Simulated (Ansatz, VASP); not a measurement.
One calculation of WS2, two programs

INCAR

```
PREC = Accurate
ENCUT = 520
EDIFF = 1E-6
ISMEAR = -1
SIGMA = 0.05
LREAL = F
LASPH = T
NELM = 100
ALGO = Normal
ISIF = 2
LWAVE = F
LCHARG = F
NBANDS = 20
```

File KPOINTS:

```
Automatic mesh
0
Gamma
  10 10 2
```

Contents of POSCAR:

```
WS2
1.0
    3.1835163552      0.0000000000      0.0000000000
   -1.5917581776      2.7570060369      0.0000000000
    0.0000000000      0.0000000000     16.9505778900
W S
1 2
Direct
    0.0000000000      0.0000000000      0.0000000000
    0.3333333333      0.6666666667      0.0920005100
    0.3333333333      0.6666666667      0.9079994900
```

The input input.yaml:

```yaml
crystal:
  lattice:
    - [3.1835163552, 0.0, 0.0]
    - [-1.5917581776, 2.7570060369, 0.0]
    - [0.0, 0.0, 16.95057789]
  atoms:
    - { symbol: W, position: [0.0, 0.0, 0.0] }
    - { symbol: S, position: [0.3333333333, 0.6666666667, 0.09200051] }
    - { symbol: S, position: [0.3333333333, 0.6666666667, 0.90799949] }
hamiltonian:
  xc: lda
  pseudopotentials: { kind: paw }
kpoints:
  mp_grid: { grid: [10, 10, 2] }
scf:
  occupations: { method: fermi_dirac, width: 0.05 }
output:
  forces: true
  stress: true
  eigenvalues: true
  write_density: true
  write_potential: true
  elf: true
  volumetric_format: npy
```

Alike in both runs: task single point; functional LDA; k mesh 10 × 10 × 2; occupations fermi-dirac, width 0.05 eV; no spin polarisation.

|  | VASP | Ansatz |
| --- | --- | --- |
| version | VASP 6.6.1 | Ansatz 0.2.0 |
| potentials or method | VASP PAW LDA potentials, release 64 (W_sv, S) | Ansatz PAW |
| plane-wave cutoff (eV) | 520 | 420 |
| valence electrons in the cell | 26 | 26 |

|  | VASP | Ansatz | Ansatz less VASP |
| --- | --- | --- | --- |
| gap on the k mesh at the Fermi level (eV) | 1.99 | 1.97 | -0.014 |
| least direct gap on the mesh (eV) | 2.15 | 2.14 | -0.010 |
| rms of the force components (eV/Å) | 0.169 | 0.190 | +0.0217 |

LDA's correlation is that of Perdew and Zunger in VASP and of Perdew and Wang (1992) in Ansatz. Atom by atom the forces differ by 0.022 eV/Å (rms over components).

Neither program's run includes spin-orbit coupling.
